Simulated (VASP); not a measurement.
# Hg (P6_3/mmc) in VASP: a series of runs

Hg is run at these levels: PBE+D3(BJ); tasks: single point, relaxation of cell and atoms.

Everything below comes from runs of VASP 6.6.1. Logs are shortened: lines on timing, memory, paths and dates and some standing lists are left out, and cuts for length are marked.

## (1) The cell of the first run

Symmetry: P6_3/mmc, No. 194, hexagonal system. Conventional cell: a = 3.343 Å, b = 3.343 Å, c = 5.306 Å, α = 90.00°, β = 90.00°, γ = 120.00°. Hg (site symmetry -6m2) has 12 Hg at 3.28 to 3.34 Å within 4.3 Å.

## (2) Single point, PBE+D3(BJ)

File INCAR:

```
PREC = Accurate
ENCUT = 520
EDIFF = 1E-6
ISMEAR = 0
SIGMA = 0.15
LREAL = F
LASPH = T
NELM = 60
ALGO = Fast
ISIF = 2
LWAVE = F
LCHARG = F
GGA = PE
IVDW = 12
NBANDS = 19
```

File KPOINTS:

```
Automatic mesh
0
Gamma
  24 24 12
```

File POSCAR:

```
Hg
1.0
    3.3426328046      0.0000000000      0.0000000000
   -1.6713164023      2.8948049243      0.0000000000
    0.0000000000      0.0000000000      5.3059573554
Hg
2
Direct
    0.6666666667      0.3333333333      0.7500000000
    0.3333333333      0.6666666667      0.2500000000
```

Potentials or basis: VASP PAW PBE potentials, release 64 (Hg).

The run is started by

```sh
$ cat potpaw_PBE.64/Hg/POTCAR > POTCAR
$ mpirun -np 1 vasp_std > vasp.out
```

OUTCAR:

```text
PREC = Accurate
   ENCUT = 520
   EDIFF = 1E-6
   ISMEAR = 0
   LREAL = F
   LASPH = T
   NELM = 60
   ISIF = 2
   GGA = PE
   IVDW = 12
 IVDW          = 12

 ion  position               nearest neighbor table
   1  0.667  0.333  0.750-   2 3.28   2 3.28   2 3.28   2 3.28   2 3.28   2 3.28
   2  0.333  0.667  0.250-   1 3.28   1 3.28   1 3.28   1 3.28   1 3.28   1 3.28

  LATTYP: Found a hexagonal cell.
 ALAT       =     3.3426328046
 C/A-ratio  =     1.5873587276

  Lattice vectors:

 A1 = (   3.3426328046,   0.0000000000,   0.0000000000)
 A2 = (  -1.6713164023,   2.8948049243,   0.0000000000)
 A3 = (   0.0000000000,   0.0000000000,   5.3059573554)

Analysis of symmetry for initial positions (statically):
=====================================================================
 Subroutine PRICEL returns:
 Original cell was already a primitive cell.

 Routine SETGRP: Setting up the symmetry group for a
 hexagonal supercell.

 Subroutine GETGRP returns: Found 24 space group operations
 (whereof 12 operations were pure point group operations)
 out of a pool of 24 trial point group operations.

The static configuration has the point symmetry D_3d.
 The point group associated with its full space group is D_6h.

Analysis of symmetry for dynamics (positions and initial velocities):
=====================================================================
 Subroutine PRICEL returns:
 Original cell was already a primitive cell.

 Routine SETGRP: Setting up the symmetry group for a
 hexagonal supercell.

 Subroutine GETGRP returns: Found 24 space group operations
 (whereof 12 operations were pure point group operations)
 out of a pool of 24 trial point group operations.

The dynamic configuration has the point symmetry D_3d.
 The point group associated with its full space group is D_6h.

 Subroutine INISYM returns: Found 24 space group operations
 (whereof 12 operations are pure point group operations),
 and found     1 'primitive' translations

----------------------------------------------------------------------------------------

                                     Primitive cell

  volume of cell :      51.3419

  direct lattice vectors                    reciprocal lattice vectors
     3.342632805  0.000000000  0.000000000     0.299165376  0.172723210  0.000000000
    -1.671316402  2.894804924  0.000000000     0.000000000  0.345446421  0.000000000
     0.000000000  0.000000000  5.305957355     0.000000000  0.000000000  0.188467402

  length of vectors
     3.342632805  3.342632805  5.305957355     0.345446421  0.345446421  0.188467402

  position of ions in fractional coordinates (direct lattice)
     0.666666667  0.333333333  0.750000000
     0.333333333  0.666666667  0.250000000

  ion indices of the primitive-cell ions
   primitive index   ion index
                 1           1
                 2           2

----------------------------------------------------------------------------------------

 KPOINTS: Automatic mesh

Automatic generation of k-mesh.
 Grid dimensions read from file:
 generate k-points for:   24   24   12

 Generating k-lattice:

  Cartesian coordinates                     Fractional coordinates (reciprocal lattice)
     0.012465224  0.007196800  0.000000000     0.041666667  0.000000000  0.000000000
     0.000000000  0.014393601  0.000000000     0.000000000  0.041666667  0.000000000
     0.000000000  0.000000000  0.015705617     0.000000000  0.000000000  0.083333333

  Length of vectors
     0.014393601  0.014393601  0.015705617

  Shift w.r.t. Gamma in fractional coordinates (k-lattice)
     0.000000000  0.000000000  0.000000000

 Subroutine IBZKPT returns following result:
 ===========================================

 Found    427 irreducible k-points:

 Following reciprocal coordinates:
            Coordinates               Weight
  0.000000  0.000000  0.000000      1.000000
  0.041667 -0.000000  0.000000      6.000000
  0.083333  0.000000  0.000000      6.000000
  0.125000 -0.000000  0.000000      6.000000
  0.166667 -0.000000  0.000000      6.000000
  0.208333 -0.000000  0.000000      6.000000
[... 16 lines left out ...]
  0.416667  0.041667  0.000000     12.000000
  0.458333  0.041667  0.000000     12.000000
 [... further k-points ...]
   k-points           NKPTS =    427   k-points in BZ     NKDIM =    427   number of bands    NBANDS=     19
   number of dos      NEDOS =    301   number of ions     NIONS =      2
   total plane-waves  NPLWV =  31360
   dimension x,y,z NGX =    28 NGY =   28 NGZ =   40
   dimension x,y,z NGXF=    56 NGYF=   56 NGZF=   80
   ions per type =               2
   NGX,Y,Z   is equivalent  to a cutoff of  13.93, 13.93, 12.53 a.u.
   NGXF,Y,Z  is equivalent  to a cutoff of  27.85, 27.85, 25.07 a.u.
 SYSTEM =  unknown system
   PREC   = accura    normal or accurate (medium, high low for compatibility)
   ISTART =      0    job   : 0-new  1-cont  2-samecut
   ICHARG =      2    charge: 1-file 2-atom 10-const
   ISPIN  =      1    spin polarized calculation?
   LNONCOLLINEAR =      F non collinear calculations
   LSORBIT =      F    spin-orbit coupling
   LASPH  =      T    aspherical Exc in radial PAW
   ENCUT  =  520.0 eV  38.22 Ry    6.18 a.u.   6.22  6.22  9.87*2*pi/ulx,y,z
   NELM   =     60;   NELMIN=  2; NELMDL= -5     # of ELM steps
   EDIFF  = 0.1E-05   stopping-criterion for ELM
   LREAL  =      F    real-space projection
   EDIFFG = 0.1E-04   stopping-criterion for IOM
   NSW    =      0    number of steps for IOM
   IBRION =     -1    ionic relax: 0-MD 1-quasi-New 2-CG
   NFREE  =      0    steps in history (QN), initial steepest desc. (CG)
   ISIF   =      2    stress and relaxation
   ISYM   =      2    0-nonsym 1-usesym 2-fastsym
   POTIM  = 0.5000    time-step for ionic-motion
   TEBEG  =    0.0;   TEEND  =   0.0 temperature during run
   PSTRESS=    0.0 pullay stress
   NELECT =      24.0000    total number of electrons
   NUPDOWN=      -1.0000    fix difference up-down
   EMIN   =  10.00;   EMAX   =-10.00  energy-range for DOS
   EFERMI =   0.00;   METHOD = LEGACY
   ISMEAR =     0;   SIGMA  =   0.15  broadening in eV -4-tet -1-fermi 0-gaus
   EFERMI_NEDOS =   21; number of points for ismear=-14 and -15
   IALGO  =     68    algorithm
   IMIX   =      4    mixing-type and parameters
     AMIX     =   0.40;   BMIX     =  1.00
     AMIX_MAG =   1.60;   BMIX_MAG =  1.00
  volume/ion in A,a.u.               =      25.67       173.24
  Fermi-wavevector in a.u.,A,eV,Ry     =   1.270539  2.400971 21.963468  1.614269
  Thomas-Fermi vector in A             =   2.403521
   LORBIT       =      0    0 simple, 1 ext, 2 COOP (PROOUT), +10 PAW based schemes
   GGA     = PE    functional components
   LHFCALC =     F    Hartree Fock is set to
   AEXX    =    0.0000 exact exchange contribution
   IVDW    =    12    specifies the selected vdW correction
   LEPSILON=     F    determine dielectric tensor
   LRPA    =     F    only Hartree local field effects (RPA)
 non-spin polarized calculation
 RMM-DIIS sequential band-by-band and
 Gauss-broadening in eV      SIGMA  =   0.15
  energy-cutoff  :      520.00
  volume of cell :       51.34
 maximum number of plane-waves:      1412
 NGX is ok and might be reduce to    28
   NGX = 13   NGY = 13   NGZ = 19

 number of electron      24.0000004 magnetization

 Free energy of the ion-electron system (eV)
  ---------------------------------------------------
  ext. energy  EPLUGINS =         0.00000000
  ---------------------------------------------------
  free energy    TOTEN  =        -0.29386464 eV

  energy without entropy =       -0.28827251  energy(sigma->0) =       -0.29106858

 E-fermi :   1.8267     XC(G=0): -10.3952

 val. band max:        1.8124481421   @ k =   0.2917   0.2083   0.0000
 cond. band min:       1.8271679037   @ k =   0.4167   0.0833   0.3333
 fundamental gap:      0.0147197616
 Fermi energy:         1.8267459801

 k-point     1 :       0.0000    0.0000    0.0000
  band No.  band energies     occupation
      1      -6.2746      2.00000
      2      -5.4162      2.00000
      3      -4.5766      2.00000
      4      -4.5724      2.00000
      5      -4.5724      2.00000
      6      -4.4492      2.00000
[... 11 lines left out ...]
     18      15.9322      0.00000
     19      16.0820      0.00000

 k-point     2 :       0.0417   -0.0000    0.0000
  band No.  band energies     occupation
      1      -6.2390      2.00000
      2      -5.3988      2.00000
      3      -4.6173      2.00000
      4      -4.5586      2.00000
      5      -4.5300      2.00000
      6      -4.4529      2.00000
[... 11 lines left out ...]
     18      16.1542      0.00000
     19      16.3924      0.00000

 k-point     3 :       0.0833    0.0000    0.0000
  band No.  band energies     occupation
      1      -6.1339      2.00000
      2      -5.3495      2.00000
      3      -4.6593      2.00000
      4      -4.5180      2.00000
      5      -4.4859      2.00000
      6      -4.4566      2.00000
[... 11 lines left out ...]
     18      16.5060      0.00000
     19      16.6546      0.00000

 k-point     4 :       0.1250   -0.0000    0.0000
  band No.  band energies     occupation
      1      -5.9656      2.00000
      2      -5.2782      2.00000
      3      -4.6961      2.00000
      4      -4.4852      2.00000
      5      -4.4526      2.00000
      6      -4.4327      2.00000
[... 407 lines left out ...]
     18      13.9315      0.00000
     19      13.9822      0.00000

 k-point    23 :       0.4167    0.0417    0.0000
  band No.  band energies     occupation
      1      -5.3279      2.00000
      2      -5.1617      2.00000
      3      -5.0969      2.00000
      4      -4.6780      2.00000
      5      -4.3249      2.00000
      6      -4.2983      2.00000
[... 11 lines left out ...]
     18      13.7155      0.00000
     19      13.9316      0.00000

 k-point    24 :       0.4583    0.0417    0.0000
  band No.  band energies     occupation
      1      -5.3437      2.00000
      2      -5.1678      2.00000
      3      -5.1233      2.00000
      4      -4.6873      2.00000
      5      -4.3355      2.00000
      6      -4.2813      2.00000
[... 11 lines left out ...]
     18      13.6028      0.00000
     19      13.9095      0.00000

 [... further k-points ...]

------------------------ aborting loop because EDIFF is reached ----------------------------------------

 Edisp (eV)   -0.81553

 E8    (eV) :    -0.3697

  FORCE on cell =-STRESS in cart. coord.  units (eV):
  Direction    XX          YY          ZZ          XY          YZ          ZX
  --------------------------------------------------------------------------------------
  -------------------------------------------------------------------------------------
  Total       0.09564     0.09564     0.05173     0.00000     0.00000     0.00000
  in kB       2.98441     2.98441     1.61436     0.00000     0.00000     0.00000
  external pressure =        2.53 kB  Pullay stress =        0.00 kB

 VOLUME and BASIS-vectors are now :
 -----------------------------------------------------------------------------
  energy-cutoff  :      520.00
  volume of cell :       51.34
      direct lattice vectors                 reciprocal lattice vectors
     3.342632805  0.000000000  0.000000000     0.299165376  0.172723210  0.000000000
    -1.671316402  2.894804924  0.000000000     0.000000000  0.345446421  0.000000000
     0.000000000  0.000000000  5.305957355     0.000000000  0.000000000  0.188467402

 POSITION                                       TOTAL-FORCE (eV/Angst)
 -----------------------------------------------------------------------------------
      1.67132      0.96493      3.97947         0.000000      0.000000      0.000000
     -0.00000      1.92987      1.32649        -0.000000     -0.000000      0.000000
 -----------------------------------------------------------------------------------
    total drift:                               -0.000000      0.000000     -0.000000

  FREE ENERGIE OF THE ION-ELECTRON SYSTEM (eV)
  ---------------------------------------------------
  free  energy   TOTEN  =        -1.1093909889 eV

  energy  without entropy=       -1.1037988607  energy(sigma->0) =       -1.10659492
```

It took 3.6 min on 1 thread of Intel Xeon Platinum 8488C (Sapphire Rapids), shared host; peak memory 0.45 GiB.

What came out:

| Item | Value |
| --- | --- |
| Free energy | -1.1094 eV |
| Pressure | 0.3 GPa |
| Band gap on the k mesh | zero (bands 12 and 13 overlap by 0.99 eV) |
| Dispersion energy per atom | -0.408 eV |

Caveat: spin-orbit coupling is left out, which moves the levels of the heavy elements.

## (3) Relaxation of cell and atoms, PBE+D3(BJ)

File INCAR:

```
PREC = Accurate
ENCUT = 500
EDIFF = 1E-7
ISMEAR = 0
SIGMA = 0.1
LREAL = F
LASPH = T
NELM = 120
ALGO = Normal
ISIF = 3
LWAVE = F
LCHARG = F
GGA = PE
IVDW = 12
IBRION = 2
NSW = 100
EDIFFG = -0.005
GGA_COMPAT = F
NELMIN = 4
```

File KPOINTS:

```
regular mesh
0
Gamma
  15 15 8
```

File POSCAR:

```
Hg
1.0
    3.3522124042      0.0000000000      0.0000000000
   -1.6761062021      2.9031011009      0.0000000000
    0.0000000000      0.0000000000      5.2861746114
Hg
2
Direct
    0.6666666667      0.3333333333      0.7500000000
    0.3333333333      0.6666666667      0.2500000000
```

Potentials or basis: VASP PAW PBE potentials, release 64 (Hg_sv_GW).

The run is started by

```sh
$ cat potpaw_PBE.64/Hg_sv_GW/POTCAR > POTCAR
$ mpirun -np 1 vasp_std > vasp.out
```

It took 4.1 min on 1 thread of Intel Xeon 6975P-C (Granite Rapids), shared host; peak memory 0.3 GiB.

The run converged. Its results:

* Free energy: -1.1355 eV
* Relaxed volume: 24.64 Å³/atom
* Relaxed cell: a = 3.309 Å, b = 3.309 Å, c = 5.198 Å, α = 90.00°, β = 90.00°, γ = 120.00°
* Space group after relaxing (to 0.1 Å): P6_3/mmc (No. 194)
* Energy gained by relaxing: 4.1 meV/atom
* Ionic steps: 6
* Pressure after relaxing: 0.0 GPa
* Band gap on the k mesh: zero (bands 20 and 21 overlap by 1.18 eV)
* Dispersion energy per atom: -0.425 eV

Step by step:
```
step  energy change (eV)  largest force (eV/Å)  pressure (GPa)  volume (Å³)
   1              0.0000                0.0000           -1.23        51.44
   2             -0.0073                0.0000           -0.38        49.99
   3             -0.0081                0.0000           -0.01        49.33
   4             -0.0081                0.0000            0.01        49.28
   5             -0.0081                0.0000            0.01        49.28
   6             -0.0081                0.0000            0.01        49.28
```

Final structure:
```
Hg
1.0
     3.30853    0.00000    0.00000
    -1.65427    2.86527    0.00000
     0.00000    0.00000    5.19822
Hg
2
Cartesian
  1.6543 0.9551 3.8987
  0.0000 1.9102 1.2996
```

Levels at points of the mesh, in eV from the Fermi level:
```
           k point  band 16  band 17  band 18  band 19  band 20  band 21  band 22  band 23  band 24
(0.00, 0.00, 0.00)    -6.33    -6.33    -5.61    -5.61    -1.04    -0.99    11.82    11.82    12.50
(0.00, 0.00, 0.50)    -6.15    -5.82    -5.82    -5.82    -5.82     7.30     7.30    12.68    12.68
```

Caveat: spin-orbit coupling is left out, which moves the levels of the heavy elements.
